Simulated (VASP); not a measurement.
Set up this calculation in VASP 6.6.1, as the native input.

| Quantity | Value |
| --- | --- |
| Task | single point |
| Functional | PBE |
| Potentials or basis | VASP PAW PBE potentials, release 64 (Sc_sv) |
| Cutoff | 520 eV |
| k mesh | 6 × 6 × 4 |
| Occupations | gaussian, width 0.1 eV |
| Spin | no spin polarisation |
| Dipole correction | no |
| Further INCAR settings | ALGO = Fast; EDIFF = 1e-07; NBANDS = 30 |

The structure of Sc lies in POSCAR:

```
Sc
1.0
    1.8401783019     -5.8374236165      0.0000000000
    1.8401783019      5.8374236165      0.0000000000
    0.0000000000      0.0000000000      4.8700791314
Sc
4
Direct
    0.0980000000      0.9020000000      0.9100000000
    0.5980000000      0.4020000000      0.5900000000
    0.9020000000      0.0980000000      0.0900000000
    0.4020000000      0.5980000000      0.4100000000
```

The input as run:

INCAR

```
PREC = Accurate ; ENCUT = 520
EDIFF = 1E-7 ; ISMEAR = 0
SIGMA = 0.1 ; LREAL = F
LASPH = T ; NELM = 80
ALGO = Fast ; ISIF = 2
LWAVE = F ; LCHARG = F
GGA = PE ; NBANDS = 30
```

KPOINTS

```
regular mesh
0
Gamma
  6 6 4
```

Potentials or basis: VASP PAW PBE potentials, release 64 (Sc_sv).

Command:

```console
$ cat potpaw_PBE.64/Sc_sv/POTCAR > POTCAR
$ mpirun -np 1 vasp_std > vasp.out
```

Results of the run:

* Pressure: 0.5 GPa
* Largest force: 2.510 eV/Å
* Band gap on the k mesh: zero (bands 22 and 23 overlap by 0.39 eV)

Caveat: the stress differs along the axes, from -2 to 4 GPa; forces of over 1 eV/Å act on the atoms, so gaps and moduli don't describe the material at rest.

Run time: 3 min on 1 thread of AMD EPYC 9R45 96-Core Processor (Zen 5), with other jobs on the host, peak memory 0.29 GiB.
